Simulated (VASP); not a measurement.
Pd: single point with PBE

Crystal: Pd.

```xyz
3
Lattice="4.0938 0.0000 0.0000 -2.0469 3.5454 0.0000 0.0000 0.0000 2.4336" Properties=species:S:1:pos:R:3 pbc="T T T"
Pd    0.0000    0.0000    0.0000
Pd    0.0000    2.3636    1.2168
Pd    2.0469    1.1818    1.2168
```

This cell differs from its parent crystal: volume scaled by 0.75.

```
Program             : VASP 6.6.1
Task                : single point
Functional          : PBE
Potentials or basis : VASP PAW PBE potentials, release 64 (Pd)
Cutoff              : 520 eV
k mesh              : 9 × 9 × 12
Occupations         : fermi-dirac, width 0.1 eV
Spin                : no spin polarisation
```

| Quantity | Value |
| --- | --- |
| Pressure | 97.9 GPa |
| Band gap on the k mesh | zero (band 15 reaches 15.31 eV, above the bottom of band 16 at 13.81 eV) |

Stress tensor (GPa, compression positive):
```
97.85  0.00  0.00
 0.00 97.85  0.00
 0.00  0.00 98.13
```

Levels at points of the mesh, in eV from the Fermi level:
```tsv
k point	band 12	band 13	band 14	band 15	band 16	band 17	band 18	band 19
(0.00, 0.00, 0.00)	-2.34	-2.17	-2.17	0.27	0.27	8.90	8.90	8.95
(0.00, 0.00, 0.50)	-0.73	-0.25	-0.25	1.16	3.11	4.17	10.72	11.43
```

It took 23 s on 1 thread of Intel(R) Xeon(R) 6975P-C (Granite Rapids) (shared host), peak memory 0.17 GiB.
